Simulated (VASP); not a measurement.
# Zr (P6_3/mmc) in VASP: a series of runs

Zr is run at these levels: PBE; tasks: single point, relaxation of cell and atoms.

All numbers are computed with VASP 6.6.1; they aren't measurements. Logs are shortened: lines on timing, memory, paths and dates and some standing lists are left out, and cuts for length are marked.

### Step 1. The cell of the first run

Symmetry: P6_3/mmc, No. 194, hexagonal system. Conventional cell: a = 3.207 Å, b = 3.207 Å, c = 5.143 Å, α = 90.00°, β = 90.00°, γ = 120.00°. Within 4.2 Å of Zr (site symmetry -6m2) lie 12 Zr at 3.17 to 3.21 Å.

### Step 2. Single point, PBE

The input, INCAR:

```
SYSTEM = Zr
PREC = Accurate
ENCUT = 520
EDIFF = 1E-6
ISMEAR = -1
SIGMA = 0.1
LREAL = .False.
LASPH = .True.
NELM = 80
ALGO = Normal
ISIF = 2
LWAVE = .False.
LCHARG = .True.
GGA = PE
LELF = .True.
LVHAR = .True.
NBANDS = 19
```

The input, KPOINTS:

```
Automatic mesh
0
Gamma
  10 10 5
  0 0 0
```

The input, POSCAR:

```
Zr
1.0
    3.2068498759      0.0000000000      0.0000000000
   -1.6034249380      2.7772134587      0.0000000000
    0.0000000000      0.0000000000      5.1432256893
Zr
2
Direct
    0.3333333333      0.6666666667      0.2500000000
    0.6666666667      0.3333333333      0.7500000000
```

Potentials or basis: VASP PAW PBE potentials, release 64 (Zr_sv).

Command:

```
$ cat potpaw_PBE.64/Zr_sv/POTCAR > POTCAR
$ mpirun -np 1 vasp_std > vasp.out
```

OUTCAR:

```text
SYSTEM = Zr
   PREC = Accurate
   ENCUT = 520
   EDIFF = 1E-6
   ISMEAR = -1
   LREAL = .False.
   LASPH = .True.
   NELM = 80
   ISIF = 2
   GGA = PE

 ion  position               nearest neighbor table
   1  0.333  0.667  0.250-   2 3.17   2 3.17   2 3.17   2 3.17   2 3.17   2 3.17
   2  0.667  0.333  0.750-   1 3.17   1 3.17   1 3.17   1 3.17   1 3.17   1 3.17

  LATTYP: Found a hexagonal cell.
 ALAT       =     3.2068498759
 C/A-ratio  =     1.6038249024

  Lattice vectors:

 A1 = (   3.2068498759,   0.0000000000,   0.0000000000)
 A2 = (  -1.6034249380,   2.7772134587,   0.0000000000)
 A3 = (   0.0000000000,   0.0000000000,   5.1432256893)

Analysis of symmetry for initial positions (statically):
=====================================================================
 Subroutine PRICEL returns:
 Original cell was already a primitive cell.

 Routine SETGRP: Setting up the symmetry group for a
 hexagonal supercell.

 Subroutine GETGRP returns: Found 24 space group operations
 (whereof 12 operations were pure point group operations)
 out of a pool of 24 trial point group operations.

The static configuration has the point symmetry D_3d.
 The point group associated with its full space group is D_6h.

Analysis of symmetry for dynamics (positions and initial velocities):
=====================================================================
 Subroutine PRICEL returns:
 Original cell was already a primitive cell.

 Routine SETGRP: Setting up the symmetry group for a
 hexagonal supercell.

 Subroutine GETGRP returns: Found 24 space group operations
 (whereof 12 operations were pure point group operations)
 out of a pool of 24 trial point group operations.

The dynamic configuration has the point symmetry D_3d.
 The point group associated with its full space group is D_6h.

 Subroutine INISYM returns: Found 24 space group operations
 (whereof 12 operations are pure point group operations),
 and found     1 'primitive' translations

----------------------------------------------------------------------------------------

                                     Primitive cell

  volume of cell :      45.8061

  direct lattice vectors                    reciprocal lattice vectors
     3.206849876  0.000000000  0.000000000     0.311832496  0.180036575  0.000000000
    -1.603424938  2.777213459  0.000000000     0.000000000  0.360073151  0.000000000
     0.000000000  0.000000000  5.143225689     0.000000000  0.000000000  0.194430511

  length of vectors
     3.206849876  3.206849876  5.143225689     0.360073151  0.360073151  0.194430511

  position of ions in fractional coordinates (direct lattice)
     0.333333333  0.666666667  0.250000000
     0.666666667  0.333333333  0.750000000

  ion indices of the primitive-cell ions
   primitive index   ion index
                 1           1
                 2           2

----------------------------------------------------------------------------------------

 KPOINTS: Automatic mesh

Automatic generation of k-mesh.
 Grid dimensions read from file:
 generate k-points for:   10   10    5

 Generating k-lattice:

  Cartesian coordinates                     Fractional coordinates (reciprocal lattice)
     0.031183250  0.018003658  0.000000000     0.100000000  0.000000000  0.000000000
     0.000000000  0.036007315  0.000000000     0.000000000  0.100000000  0.000000000
     0.000000000  0.000000000  0.038886102     0.000000000  0.000000000  0.200000000

  Length of vectors
     0.036007315  0.036007315  0.038886102

  Shift w.r.t. Gamma in fractional coordinates (k-lattice)
     0.000000000  0.000000000  0.000000000

 Subroutine IBZKPT returns following result:
 ===========================================

 Found     42 irreducible k-points:

 Following reciprocal coordinates:
            Coordinates               Weight
  0.000000  0.000000  0.000000      1.000000
  0.100000 -0.000000  0.000000      6.000000
  0.200000 -0.000000  0.000000      6.000000
  0.300000  0.000000  0.000000      6.000000
  0.400000  0.000000  0.000000      6.000000
  0.500000  0.000000  0.000000      3.000000
[... 16 lines left out ...]
  0.300000  0.100000  0.200000     24.000000
  0.400000  0.100000  0.200000     24.000000
 [... further k-points ...]
   k-points           NKPTS =     42   k-points in BZ     NKDIM =     42   number of bands    NBANDS=     19
   number of dos      NEDOS =    301   number of ions     NIONS =      2
   total plane-waves  NPLWV =  23040
   dimension x,y,z NGX =    24 NGY =   24 NGZ =   40
   dimension x,y,z NGXF=    48 NGYF=   48 NGZF=   80
   ions per type =               2
   NGX,Y,Z   is equivalent  to a cutoff of  12.44, 12.44, 12.93 a.u.
   NGXF,Y,Z  is equivalent  to a cutoff of  24.88, 24.88, 25.86 a.u.
 SYSTEM =  Zr
   PREC   = accura    normal or accurate (medium, high low for compatibility)
   ISTART =      0    job   : 0-new  1-cont  2-samecut
   ICHARG =      2    charge: 1-file 2-atom 10-const
   ISPIN  =      1    spin polarized calculation?
   LNONCOLLINEAR =      F non collinear calculations
   LSORBIT =      F    spin-orbit coupling
   LASPH  =      T    aspherical Exc in radial PAW
   ENCUT  =  520.0 eV  38.22 Ry    6.18 a.u.   5.96  5.96  9.56*2*pi/ulx,y,z
   NELM   =     80;   NELMIN=  2; NELMDL= -5     # of ELM steps
   EDIFF  = 0.1E-05   stopping-criterion for ELM
   LREAL  =      F    real-space projection
   EDIFFG = 0.1E-04   stopping-criterion for IOM
   NSW    =      0    number of steps for IOM
   IBRION =     -1    ionic relax: 0-MD 1-quasi-New 2-CG
   NFREE  =      0    steps in history (QN), initial steepest desc. (CG)
   ISIF   =      2    stress and relaxation
   ISYM   =      2    0-nonsym 1-usesym 2-fastsym
   POTIM  = 0.5000    time-step for ionic-motion
   TEBEG  =    0.0;   TEEND  =   0.0 temperature during run
   PSTRESS=    0.0 pullay stress
   NELECT =      24.0000    total number of electrons
   NUPDOWN=      -1.0000    fix difference up-down
   EMIN   =  10.00;   EMAX   =-10.00  energy-range for DOS
   EFERMI =   0.00;   METHOD = LEGACY
   ISMEAR =    -1;   SIGMA  =   0.10  broadening in eV -4-tet -1-fermi 0-gaus
   EFERMI_NEDOS =   21; number of points for ismear=-14 and -15
   IALGO  =     38    algorithm
   IMIX   =      4    mixing-type and parameters
     AMIX     =   0.40;   BMIX     =  1.00
     AMIX_MAG =   1.60;   BMIX_MAG =  1.00
  volume/ion in A,a.u.               =      22.90       154.56
  Fermi-wavevector in a.u.,A,eV,Ry     =   1.319788  2.494037 23.699167  1.741840
  Thomas-Fermi vector in A             =   2.449661
   LORBIT       =      0    0 simple, 1 ext, 2 COOP (PROOUT), +10 PAW based schemes
   GGA     = PE    functional components
   LHFCALC =     F    Hartree Fock is set to
   AEXX    =    0.0000 exact exchange contribution
   IVDW    =     0    specifies the selected vdW correction
   LEPSILON=     F    determine dielectric tensor
   LRPA    =     F    only Hartree local field effects (RPA)
 non-spin polarized calculation
  energy-cutoff  :      520.00
  volume of cell :       45.81
 maximum number of plane-waves:      1254
 NGX is ok and might be reduce to    24
   NGX = 11   NGY = 11   NGZ = 19

 number of electron      24.0000000 magnetization

 Free energy of the ion-electron system (eV)
  ---------------------------------------------------
  ext. energy  EPLUGINS =         0.00000000
  ---------------------------------------------------
  free energy    TOTEN  =       -17.06858962 eV

  energy without entropy =      -17.00381408  energy(sigma->0) =      -17.03620185

 E-fermi :   9.1339     XC(G=0): -11.1561

 val. band max:        9.0715982144   @ k =   0.1000   0.1000   0.0000
 cond. band min:       9.1827336457   @ k =   0.0000   0.0000   0.4000
 fundamental gap:      0.1111354313
 Fermi energy:         9.1338660839

 k-point     1 :       0.0000    0.0000    0.0000
  band No.  band energies     occupation
      1     -39.6219      2.00000
      2     -39.4608      2.00000
      3     -18.1659      2.00000
      4     -17.2534      2.00000
      5     -17.2534      2.00000
      6     -17.1194      2.00000
[... 11 lines left out ...]
     18      11.3982      0.00000
     19      13.7003      0.00000

 k-point     2 :       0.1000   -0.0000    0.0000
  band No.  band energies     occupation
      1     -39.6097      2.00000
      2     -39.4555      2.00000
      3     -18.1339      2.00000
      4     -17.3255      2.00000
      5     -17.2766      2.00000
      6     -17.1846      2.00000
[... 11 lines left out ...]
     18      11.1577      0.00000
     19      13.8735      0.00000

 k-point     3 :       0.2000   -0.0000    0.0000
  band No.  band energies     occupation
      1     -39.5768      2.00000
      2     -39.4425      2.00000
      3     -18.0443      2.00000
      4     -17.5139      2.00000
      5     -17.3722      2.00000
      6     -17.3346      2.00000
[... 11 lines left out ...]
     18      11.7139      0.00000
     19      14.1827      0.00000

 k-point     4 :       0.3000    0.0000    0.0000
  band No.  band energies     occupation
      1     -39.5332      2.00000
      2     -39.4290      2.00000
      3     -17.9155      2.00000
      4     -17.7452      2.00000
      5     -17.5912      2.00000
      6     -17.4025      2.00000
[... 11 lines left out ...]
     18      12.7760      0.00000
     19      14.4119      0.00000

 k-point     5 :       0.4000    0.0000    0.0000
  band No.  band energies     occupation
      1     -39.4933      2.00000
      2     -39.4224      2.00000
      3     -17.9302      2.00000
      4     -17.7812      2.00000
      5     -17.7601      2.00000
      6     -17.4552      2.00000
[... 11 lines left out ...]
     18      13.9279      0.00000
     19      14.5269      0.00000
[... 334 lines left out ...]
      2     -39.4600      2.00000
      3     -18.0043      2.00000
      4     -17.4107      2.00000
      5     -17.4084      2.00000
      6     -17.2976      2.00000
[... 11 lines left out ...]
     18      11.8593      0.00000
     19      13.9577      0.00000

 k-point    22 :       0.2000    0.1000    0.2000
  band No.  band energies     occupation
      1     -39.5379      2.00000
      2     -39.4443      2.00000
      3     -17.9426      2.00000
      4     -17.6143      2.00000
      5     -17.5481      2.00000
      6     -17.3725      2.00000
[... 11 lines left out ...]
     18      12.5543      0.00000
     19      14.0534      0.00000

 k-point    23 :       0.3000    0.1000    0.2000
  band No.  band energies     occupation
      1     -39.4986      2.00000
      2     -39.4316      2.00000
      3     -17.9455      2.00000
      4     -17.7848      2.00000
      5     -17.6316      2.00000
      6     -17.4450      2.00000
[... 11 lines left out ...]
     18      13.4160      0.00000
     19      14.4054      0.00000

 k-point    24 :       0.4000    0.1000    0.2000
  band No.  band energies     occupation
      1     -39.4704      2.00000
      2     -39.4275      2.00000
      3     -18.0197      2.00000
      4     -17.8705      2.00000
      5     -17.6164      2.00000
      6     -17.4730      2.00000
[... 11 lines left out ...]
     18      14.2912      0.00000
     19      15.1086      0.00000

 [... further k-points ...]

------------------------ aborting loop because EDIFF is reached ----------------------------------------

  FORCE on cell =-STRESS in cart. coord.  units (eV):
  Direction    XX          YY          ZZ          XY          YZ          ZX
  --------------------------------------------------------------------------------------
  -------------------------------------------------------------------------------------
  Total        0.5765168      0.5765168      0.5756714     -0.0000000      0.0000000      0.0000000
  in kB       20.1650378     20.1650378     20.1354705     -0.0000000      0.0000000      0.0000000
  external PRESSURE =      20.1551821 kB  Pullay stress =       0.0000000 kB

 VOLUME and BASIS-vectors are now :
 -----------------------------------------------------------------------------
  energy-cutoff  :      520.00
  volume of cell :       45.81
      direct lattice vectors                 reciprocal lattice vectors
     3.206849876  0.000000000  0.000000000     0.311832496  0.180036575  0.000000000
    -1.603424938  2.777213459  0.000000000     0.000000000  0.360073151  0.000000000
     0.000000000  0.000000000  5.143225689     0.000000000  0.000000000  0.194430511

 POSITION                                       TOTAL-FORCE (eV/Angst)
 -----------------------------------------------------------------------------------
     -0.00000      1.85148      1.28581        -0.000000     -0.000000      0.000000
      1.60342      0.92574      3.85742         0.000000      0.000000      0.000000
 -----------------------------------------------------------------------------------
    total drift:                                0.000000     -0.000000      0.000000

  FREE ENERGIE OF THE ION-ELECTRON SYSTEM (eV)
  ---------------------------------------------------
  free  energy   TOTEN  =       -17.0685896219 eV

  energy  without entropy=      -17.0038140843  energy(sigma->0) =      -17.03620185
```

Run time: 14 s. Hardware: 1 thread of Intel Xeon Platinum 8488C (Sapphire Rapids), shared host; peak memory 0.17 GiB.

What came out:

```yaml
Free_energy: -17.0686 eV
Pressure: 2.0 GPa
Band_gap_on_the_k_mesh: zero (bands 12 and 13 overlap by 1.19 eV)
```

### Step 3. Single point, PBE

This run uses another cell than the first one, of 23.39 Å³/atom.

The input, INCAR:

```
SYSTEM = Zr
ALGO     = Normal         ! electronic algorithm
EDIFF    = 1E-6           ! SCF threshold, eV
ENCUT    = 520            ! plane-wave cutoff, eV
GGA      = PE             ! functional
ISIF     = 2              ! what is computed and relaxed
ISMEAR   = -1             ! smearing method
LASPH    = .TRUE.         ! aspherical terms in the spheres
LCHARG   = .FALSE.        ! write CHGCAR
LREAL    = .FALSE.        ! projectors in reciprocal space
LWAVE    = .FALSE.        ! write WAVECAR
NBANDS   = 19             ! bands
NELM     = 100            ! most SCF steps
PREC     = Accurate       ! precision mode
SIGMA    = 0.1            ! smearing width, eV
```

The input, KPOINTS:

```
k-points
0
G
  10 10 5
  0 0 0
```

The input, POSCAR:

```
Zr
1.0
    3.2312717721      0.0000000000      0.0000000000
   -1.6156358861      2.7983634412      0.0000000000
    0.0000000000      0.0000000000      5.1727743637
Zr
2
Direct
    0.3333333333      0.6666666667      0.2500000000
    0.6666666667      0.3333333333      0.7500000000
```

Potentials or basis: VASP PAW PBE potentials, release 64 (Zr_sv).

Command:

```
$ cat potpaw_PBE.64/Zr_sv/POTCAR > POTCAR
$ mpirun -np 1 vasp_std > vasp.out
```

It took 13 s on 1 thread of Intel Xeon Platinum 8488C (Sapphire Rapids), shared host; peak memory 0.17 GiB.

The run converged. Its results:

```
Free energy            : -17.0750 eV
Pressure               : 0.0 GPa
Band gap on the k mesh : zero (bands 12 and 13 overlap by 1.19 eV)
```

Levels at points of the mesh, in eV from the Fermi level:
| k point | band 10 | band 11 | band 12 | band 13 | band 14 | band 15 |
| --- | --- | --- | --- | --- | --- | --- |
| (0.00, 0.00, 0.00) | -2.98 | 0.91 | 0.91 | 1.01 | 1.16 | 1.59 |
| (0.50, 0.00, 0.00) | -2.46 | -2.09 | -0.16 | 0.61 | 0.80 | 1.47 |

### Step 4. Relaxation of cell and atoms, PBE

This run uses another cell than the first one, of 23.28 Å³/atom.

The input, INCAR:

```
PREC = Accurate
ENCUT = 600
EDIFF = 1E-6
ISMEAR = -1
SIGMA = 0.1
LREAL = F
LASPH = T
NELM = 100
ALGO = Normal
ISIF = 3
LWAVE = F
LCHARG = F
GGA = PE
IBRION = 2
NSW = 80
EDIFFG = -0.02
```

The input, KPOINTS:

```
regular mesh
0
Gamma
  10 10 5
```

The input, POSCAR:

```
Zr
1.0
    3.2320000000      0.0000000000      0.0000000000
   -1.6160000000      2.7989941000      0.0000000000
    0.0000000000      0.0000000000      5.1470000000
Zr
2
Direct
    0.3333333300      0.6666666700      0.2500000000
    0.6666666700      0.3333333300      0.7500000000
```

Command:

```
$ cat potpaw_PBE.64/Zr_sv/POTCAR > POTCAR
$ mpirun -np 1 vasp_std > vasp.out
```

Run time: 58 s. Hardware: 1 thread of Intel Xeon Platinum 8488C (Sapphire Rapids), shared host; peak memory 0.19 GiB.

It converged, with:

```
Free energy                           : -17.0751 eV
Relaxed volume                        : 23.40 Å³/atom
Relaxed cell                          : a = 3.233 Å, b = 3.233 Å, c = 5.170 Å, α = 90.00°, β = 90.00°, γ = 120.00°
Space group after relaxing (to 0.1 Å) : P6_3/mmc (No. 194)
Energy gained by relaxing             : 0.3 meV/atom
Ionic steps                           : 4
Pressure after relaxing               : 0.0 GPa
Band gap on the k mesh                : zero (bands 12 and 13 overlap by 1.19 eV)
```

Stress tensor (GPa, compression positive):
```
-0.06  0.00  0.00
 0.00 -0.06  0.00
 0.00  0.00  0.05
```

Step by step:
```csv
step,energy change (eV),largest force (eV/Å),pressure (GPa),volume (Å³)
1,0.0000,0.0000,0.48,46.56
2,-0.0002,0.0000,-0.47,47.03
3,-0.0005,0.0000,-0.07,46.82
4,-0.0006,0.0000,-0.02,46.79
```

Final structure:
```xyz
2
Lattice="3.2328 0.0000 0.0000 -1.6164 2.7997 0.0000 0.0000 0.0000 5.1702" Properties=species:S:1:pos:R:3 pbc="T T T"
Zr    0.0000    1.8664    1.2926
Zr    1.6164    0.9332    3.8777
```

Levels at points of the mesh, in eV from the Fermi level:
```
           k point  band 9  band 10  band 11  band 12  band 13  band 14  band 15  band 16
(0.00, 0.00, 0.00)   -5.61    -2.98     0.91     0.91     1.02     1.16     1.59     1.59
(0.50, 0.00, 0.00)   -2.50    -2.46    -2.09    -0.17     0.61     0.80     1.48     4.93
```

PBE usually gives volumes a little too large and moduli too small. Zero-point motion and thermal expansion aren't in these numbers.

### Step 5. Relaxation of cell and atoms, PBE, target pressure 2 GPa, at which the enthalpy is minimised

This run uses another cell than the first one, of 23.28 Å³/atom.

The input, INCAR:

```
SYSTEM = Zr
  PREC = Accurate
  ENCUT = 600
  EDIFF = 1E-6
  ISMEAR = -1
  SIGMA = 0.1
  LREAL = .FALSE.
  LASPH = .TRUE.
  NELM = 100
  ALGO = Normal
  ISIF = 3
  LWAVE = .FALSE.
  LCHARG = .FALSE.
  GGA = PE
  IBRION = 2
  NSW = 80
  EDIFFG = -0.02
  PSTRESS = 20.0
```

The input, KPOINTS:

```
Automatic mesh
0
G
  10 10 5
  0 0 0
```

POSCAR is that of step 4.

Command:

```
$ cat potpaw_PBE.64/Zr_sv/POTCAR > POTCAR
$ mpirun -np 1 vasp_std > vasp.out
```

It took 61 s on 1 thread of Intel Xeon Platinum 8488C (Sapphire Rapids), shared host; peak memory 0.2 GiB.

Results (log left out):

* Free energy: -17.0691 eV
* Relaxed volume: 22.91 Å³/atom
* Relaxed cell: a = 3.209 Å, b = 3.209 Å, c = 5.136 Å, α = 90.00°, β = 90.00°, γ = 120.00°
* Space group after relaxing (to 0.1 Å): P6_3/mmc (No. 194)
* Energy change on relaxing (the run minimises the enthalpy): +2.7 meV/atom
* Ionic steps: 4
* Pressure after relaxing: 2.0 GPa
* Band gap on the k mesh: zero (bands 12 and 13 overlap by 1.19 eV)

Stress tensor (GPa, compression positive):
```
1.95 0.00 0.00
0.00 1.95 0.00
0.00 0.00 2.14
```

Step by step:
```tsv
step	energy change (eV)	largest force (eV/Å)	pressure (GPa)	volume (Å³)
1	0.0000	0.0000	0.48	46.56
2	0.0184	0.0000	3.67	45.09
3	0.0056	0.0000	2.03	45.82
4	0.0054	0.0000	2.01	45.82
```

Final structure:
```
Zr
1.0
     3.20941    0.00000    0.00000
    -1.60470    2.77943    0.00000
     0.00000    0.00000    5.13645
Zr
2
Direct
  0.33333 0.66667 0.25000
  0.66667 0.33333 0.75000
```

Levels at points of the mesh, in eV from the Fermi level:
```tsv
k point	band 10	band 11	band 12	band 13	band 14	band 15
(0.00, 0.00, 0.00)	-3.03	0.92	0.92	1.02	1.24	1.61
(0.50, 0.00, 0.00)	-2.49	-2.15	-0.12	0.61	0.82	1.51
```

Caveat: the cell is relaxed towards a set pressure, so the run minimises the enthalpy, not the energy.

(Continued in part 2 of 2.)
